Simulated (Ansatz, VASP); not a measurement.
# Rh: VASP beside Ansatz

```
Rh
1.0
     2.68919    0.00000    0.00000
    -1.34460    2.32891    0.00000
     0.00000    0.00000    4.39145
Rh
2
Direct
  0.33333 0.66667 0.25000
  0.66667 0.33333 0.75000
```

Alike in both runs: task relaxation of cell and atoms; functional revPBE; k mesh 13 × 13 × 7; occupations fermi-dirac, width 0.1 eV; no spin polarisation.

```csv
,VASP,Ansatz
version,VASP 6.6.1,Ansatz 0.2.0
potentials or method,"VASP PAW PBE potentials, release 64 (Rh_pv), cutoff 600 eV","plane waves (420 eV) with PAW, scalar-relativistic"
valence electrons in the cell,30,34
```

```csv
,VASP,Ansatz,Ansatz less VASP
relaxed volume (Å³/atom),14.31,14.32,+0.002
relaxed cell length with the largest relative difference (Å),2.737,2.738,+0.0004
```

VASP's potentials were made for PBE, not for revPBE. VASP's potentials hold 30 valence electrons a cell and Ansatz's 34, so a difference there can come from the potentials and not from the codes.
